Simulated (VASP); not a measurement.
Input of a VASP 6.6.1 run:

Contents of INCAR:

```
PREC = Accurate
ENCUT = 520
EDIFF = 1E-6
ISMEAR = 0
SIGMA = 0.05
LREAL = F
LASPH = T
NELM = 100
ALGO = Normal
ISIF = 2
LWAVE = F
LCHARG = T
GGA = PS
LELF = T
LVHAR = T
NBANDS = 26
```

The input KPOINTS:

```
Automatic mesh
0
Gamma
  9 9 9
```

The input POSCAR:

```
GaP
1.0
    2.0984563895      1.2115443614      6.4308101003
   -2.0984563895      1.2115443614      6.4308101003
    0.0000000000     -2.4230887228      6.4308101003
Ga P
2 2
Direct
    0.4353720000      0.4353720000      0.4353720000
    0.5646280000      0.5646280000      0.5646280000
    0.0573890000      0.0573890000      0.0573890000
    0.9426110000      0.9426110000      0.9426110000
```

Potentials or basis: VASP PAW PBE potentials, release 64 (Ga_d, P).

Command:

```bash
$ cat potpaw_PBE.64/Ga_d/POTCAR potpaw_PBE.64/P/POTCAR > POTCAR
$ mpirun -np 1 vasp_std > vasp.out
```

(1) Estimate the band gap on the k mesh.

(2) Predict the largest force.

(3) Predict the pressure.

Results:

(1) 0.06 eV (least direct gap 0.12 eV).

(2) 0.374 eV/Å.

(3) -8.7 GPa.

Caveat: the cell differs from its parent crystal (strain +0.080 along x and y, +0.000 along z); the cell stands under tension; the PAW data sets were made with another functional, which shifts forces and pressure a little; an odd mesh through Γ misses points on the zone boundary, where band edges can lie.
